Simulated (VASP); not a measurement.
# TlSbO2 (R-3m) in VASP: notebook, part 2 of 2

VASP 6.6.1. The steps go on from the part before.

## (3) Single point, r2SCAN (18.38 Å³/atom)

This run uses another cell than the first one, of 18.38 Å³/atom.

POSCAR

```
TlSbO2
1.0
    1.7926035202      1.0349601249      6.6029520522
   -1.7926035202      1.0349601249      6.6029520522
    0.0000000000     -2.0699202498      6.6029520522
Tl Sb O
1 1 2
Direct
    1.0000000000      0.0000000000      0.0000000000
    0.5000000000      0.5000000000      0.5000000000
    0.2271237174      0.2271237174      0.2271237174
    0.7728762826      0.7728762826      0.7728762826
```

INCAR.step1

```
SYSTEM = TlSbO2
ALGO = Normal
EDIFF = 1E-4
ENCUT = 520
GGA = PE
ISMEAR = -1
LASPH = .TRUE.
LCHARG = .FALSE.
LREAL = .FALSE.
LWAVE = .TRUE.
NBANDS = 23
NELM = 80
PREC = Accurate
SIGMA = 0.02
```

INCAR.step2

```
SYSTEM = TlSbO2
ALGO = Normal
EDIFF = 1E-7
ENCUT = 520
ISIF = 2
ISMEAR = -1
ISTART = 1
LASPH = .TRUE.
LCHARG = .FALSE.
LMIXTAU = .TRUE.
LREAL = .FALSE.
LWAVE = .FALSE.
METAGGA = R2SCAN
NBANDS = 23
NELM = 80
PREC = Accurate
SIGMA = 0.02
```

KPOINTS

```
k-points
0
G
  8 8 8
  0 0 0
```

Potentials or basis: VASP PAW PBE potentials, release 64 (Tl_d, Sb, O).

Started as:

```bash
> cat potpaw_PBE.64/Tl_d/POTCAR potpaw_PBE.64/Sb/POTCAR potpaw_PBE.64/O/POTCAR > POTCAR
> cp INCAR.step1 INCAR
> mpirun -np 1 vasp_std > vasp.out
> cp INCAR.step2 INCAR
> mpirun -np 1 vasp_std > vasp.out
```

OUTCAR:

```text
SYSTEM = TlSbO2
   EDIFF = 1E-7
   ENCUT = 520
   ISIF = 2
   ISMEAR = -1
   ISTART = 1
   LASPH = .TRUE.
   LREAL = .FALSE.
   METAGGA = R2SCAN
   NELM = 80
   PREC = Accurate

 ion  position               nearest neighbor table
   1  0.000  0.000  0.000-   4 2.95   3 2.95   4 2.95   4 2.95   3 2.95   3 2.95   2 3.90   2 3.90
                             2 3.90   2 3.90   2 3.90   2 3.90
   2  0.500  0.500  0.500-   3 2.39   4 2.39   3 2.39   3 2.39   4 2.39   4 2.39   1 3.90   1 3.90
                             1 3.90   1 3.90   1 3.90   1 3.90
   3  0.227  0.227  0.227-   2 2.39   2 2.39   2 2.39   1 2.95   1 2.95   1 2.95
   4  0.773  0.773  0.773-   2 2.39   2 2.39   2 2.39   1 2.95   1 2.95   1 2.95

  LATTYP: Found a trigonal (rhomboedric) cell.
 ALAT       =     6.9197937574
 COS(alpha) =     0.8657815608

  Lattice vectors:

 A1 = (   1.7926035202,   1.0349601249,   6.6029520522)
 A2 = (  -1.7926035202,   1.0349601249,   6.6029520522)
 A3 = (   0.0000000000,  -2.0699202498,   6.6029520522)

Analysis of symmetry for initial positions (statically):
=====================================================================
 Subroutine PRICEL returns:
 Original cell was already a primitive cell.
[... 170 lines left out ...]
  free energy    TOTEN  =       -93.98348300 eV

  energy without entropy =      -93.98245808  energy(sigma->0) =      -93.98297054

 E-fermi :   5.8595     XC(G=0): -10.6492

 val. band max:        5.8228420443   @ k =  -0.3750   0.3750   0.0000
 cond. band min:       5.8714536057   @ k =   0.0000   0.0000   0.0000
 fundamental gap:      0.0486115613
 Fermi energy:         5.8595170725

 k-point     1 :       0.0000    0.0000    0.0000
  band No.  band energies     occupation
      1     -13.6355      2.00000
      2     -12.7053      2.00000
      3      -5.9235      2.00000
      4      -5.9235      2.00000
      5      -5.9193      2.00000
      6      -5.6174      2.00000
[... 613 lines left out ...]
     22      14.0401      0.00000
     23      17.4327      0.00000

 [... further k-points ...]
[... 5 lines left out ...]
  --------------------------------------------------------------------------------------
  -------------------------------------------------------------------------------------
  Total       -2.5951791     -2.5951791     -2.2712761      0.0000000      0.0000000      0.0000000
  in kB      -56.5692802    -56.5692802    -49.5088966      0.0000000      0.0000000      0.0000000
  external PRESSURE =     -54.2158190 kB  Pullay stress =       0.0000000 kB

 VOLUME and BASIS-vectors are now :
 -----------------------------------------------------------------------------
  energy-cutoff  :      520.00
  volume of cell :       73.50
      direct lattice vectors                 reciprocal lattice vectors
     1.792603520  1.034960125  6.602952052     0.278923920  0.161036800  0.050482471
    -1.792603520  1.034960125  6.602952052    -0.278923920  0.161036800  0.050482471
     0.000000000 -2.069920250  6.602952052     0.000000000 -0.322073600  0.050482471

 POSITION                                       TOTAL-FORCE (eV/Angst)
 -----------------------------------------------------------------------------------
      0.00000      0.00000      0.00000        -0.000000     -0.000000      0.000000
      0.00000      0.00000      9.90443         0.000000     -0.000000      0.000000
      0.00000      0.00000      4.49906        -0.000000     -0.000000     -0.263819
      0.00000      0.00000     15.30980        -0.000000      0.000000      0.263819
 -----------------------------------------------------------------------------------
    total drift:                               -0.000000      0.000000     -0.000000

  FREE ENERGIE OF THE ION-ELECTRON SYSTEM (eV)
  ---------------------------------------------------
  free  energy   TOTEN  =       -93.9834830047 eV

  energy  without entropy=      -93.9824580803  energy(sigma->0) =      -93.98297054
```

OUTCAR.step1:

```text
SYSTEM = TlSbO2
   EDIFF = 1E-4
   ENCUT = 520
   GGA = PE
   ISMEAR = -1
   LASPH = .TRUE.
[... 855 lines left out ...]
      0.00000      0.00000      9.90443        -0.000000     -0.000000     -0.000000
      0.00000      0.00000      4.49906        -0.000000      0.000000     -0.136699
      0.00000      0.00000     15.30980        -0.000000      0.000000      0.136699
 -----------------------------------------------------------------------------------
    total drift:                               -0.000000      0.000000     -0.000000

  FREE ENERGIE OF THE ION-ELECTRON SYSTEM (eV)
  ---------------------------------------------------
  free  energy   TOTEN  =       -19.4367438585 eV

  energy  without entropy=      -19.4356808338  energy(sigma->0) =      -19.43621235
```

OSZICAR.step1:

```text
N       E                     dE             d eps       ncg     rms          rms(c)
DAV:   1     0.175160120884E+03    0.17516E+03   -0.14572E+04  3038   0.118E+03
DAV:   2    -0.117657548718E+02   -0.18693E+03   -0.17495E+03  3868   0.271E+02
DAV:   3    -0.235335393318E+02   -0.11768E+02   -0.11664E+02  3270   0.659E+01
DAV:   4    -0.236444520123E+02   -0.11091E+00   -0.11089E+00  3431   0.716E+00
DAV:   5    -0.236458546220E+02   -0.14026E-02   -0.14026E-02  3368   0.806E-01    0.121E+01
DAV:   6    -0.199667356073E+02    0.36791E+01   -0.21898E+01  3004   0.289E+01    0.809E+00
DAV:   7    -0.194811156018E+02    0.48562E+00   -0.27624E+00  3046   0.887E+00    0.240E+00
DAV:   8    -0.194443570792E+02    0.36759E-01   -0.21290E-01  3340   0.275E+00    0.111E+00
DAV:   9    -0.194364928333E+02    0.78642E-02   -0.35339E-02  3501   0.119E+00    0.275E-01
DAV:  10    -0.194369432812E+02   -0.45045E-03   -0.93671E-03  3298   0.575E-01    0.148E-01
DAV:  11    -0.194366927082E+02    0.25057E-03   -0.14396E-03  3193   0.205E-01    0.330E-02
DAV:  12    -0.194367438585E+02   -0.51150E-04   -0.18920E-04  2972   0.732E-02
   1 F= -.19436744E+02 E0= -.19436212E+02  d E =-.106302E-02
```

Run time: 35 min. Hardware: 1 thread of Intel Xeon 8259CL, shared host; peak memory 0.51 GiB.

Results:

```yaml
Free_energy: -93.9835 eV
Pressure: -5.4 GPa
Largest_force: 0.264 eV/Å
Band_gap_on_the_k_mesh: 0.05 eV (least direct gap 0.15 eV)
```

Forces on the atoms (eV/Å):
```
Tl   0.000  0.000  0.000
Sb   0.000  0.000  0.000
O    0.000  0.000 -0.264
O    0.000  0.000  0.264
```

Caveat: the cell stands under tension; the PAW data sets were made with another functional, which shifts forces and pressure a little; spin-orbit coupling is left out, which moves the levels of the heavy elements. A k mesh can miss the band edges.

The gap in the log of VASP goes by the Fermi energy; the results here count the filled bands.